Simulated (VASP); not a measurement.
Runs of VASP 6.6.1 on LiSe3. The structure is that of space group P-6m2 (No. 187), or close to it. The cells are those of the table. 

```csv
task,cell,k mesh,cutoff (eV),gap on the mesh (eV),pressure (GPa),relaxed volume (Å³/atom),largest force (eV/Å)
single point,"a = 3.964, b = 3.964, c = 7.468 Å, angles 90.0, 90.0, 120.0°, 4 atoms",12 × 12 × 6,520,none,-,-,-
single point,"a = 5.838, b = 5.838, c = 5.966 Å, angles 90.0, 90.0, 120.0°, 4 atoms",3 × 3 × 4,520,none,-,-,30.48
relaxation of cell and atoms,"relaxed from a = 5.838, b = 5.838, c = 5.966 Å, angles 90.0, 90.0, 120.0°, 4 atoms",3 × 3 × 4,600,none,-0.2,(b),-
relaxation of cell and atoms,"relaxed from a = 3.616, b = 3.616, c = 7.899 Å, angles 90.0, 90.0, 120.0°, 4 atoms",6 × 6 × 2,600,none,0.1,25.22,0.02
single point,"a = 3.965, b = 3.965, c = 7.425 Å, angles 90.0, 90.0, 120.0°, 4 atoms",6 × 6 × 2,520,none,-,-,-
single point,"a = 3.758, b = 3.758, c = 7.781 Å, angles 90.0, 90.0, 120.0°, 4 atoms",6 × 6 × 4,520,none,-,-,0.01
relaxation of cell and atoms,"relaxed from a = 3.965, b = 3.965, c = 7.425 Å, angles 90.0, 90.0, 120.0°, 4 atoms",6 × 6 × 4,600,none,-0.1,(a),0.04
single point,"a = 3.616, b = 3.616, c = 7.899 Å, angles 90.0, 90.0, 120.0°, 4 atoms",3 × 3 × 4,520,none,-,-,-
```

Alike in all rows: level PBE; potentials or basis VASP PAW PBE potentials, release 64 (Li_sv, Se); no spin polarisation; smearing gaussian 0.1 eV.

Task: Fill in the values left out.

Result: (a) 23.88; (b) 22.56.

Caveats: some runs use coarse meshes; the cutoff is under 1.25 times the usual one of these potentials, so pressure, stress and relaxed cells hold a basis-set (Pulay) error; forces of over 1 eV/Å act on the atoms, so gaps and moduli don't describe the material at rest (some runs); the volume moved by over 15 % at a fixed basis, so the end points are rough (some runs).

A k mesh can miss the band edges, and the runs leave out spin-orbit coupling on Se.

A gap of «none» marks levels without a gap at the run's occupations.
